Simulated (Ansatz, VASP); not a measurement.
**Two plane-wave programs on MgS**

```
Mg S
1.0
     0.00000    2.60165    2.61466
     2.60165    0.00000    2.61466
     2.60165    2.60165    0.00000
Mg S
1 1
Direct
  0.00000 0.00000 0.00000
  0.50000 0.50000 0.50000
```

Change from the starting cell: z stretched by +0.5 %, x and y held, PAW files.

Alike in both runs: task single point; functional r2SCAN; k mesh 8 × 8 × 8; no spin polarisation.

```csv
,VASP,Ansatz
version,VASP 6.6.1,Ansatz 0.2.0
potentials or method,"VASP PAW PBE potentials, release 64 (Mg, S)","PAW with Ansatz's default frozen-core files, scalar-relativistic"
plane-wave cutoff (eV),660,500
occupations,"gaussian, width 0.01 eV",fixed
valence electrons in the cell,8,16
```

```csv
,VASP,Ansatz,Ansatz less VASP
gap on the k mesh at the Fermi level (eV),3.40,3.43,+0.029
pressure (GPa),-0.8,-0.4,+0.45
"traceless stress, the component that is largest in VASP (GPa)",-0.34,-0.34,-0.006
```

VASP's potentials were made for PBE, not for r2SCAN. VASP's potentials hold 8 valence electrons a cell and Ansatz's 16, so a difference there can come from the potentials and not from the codes.
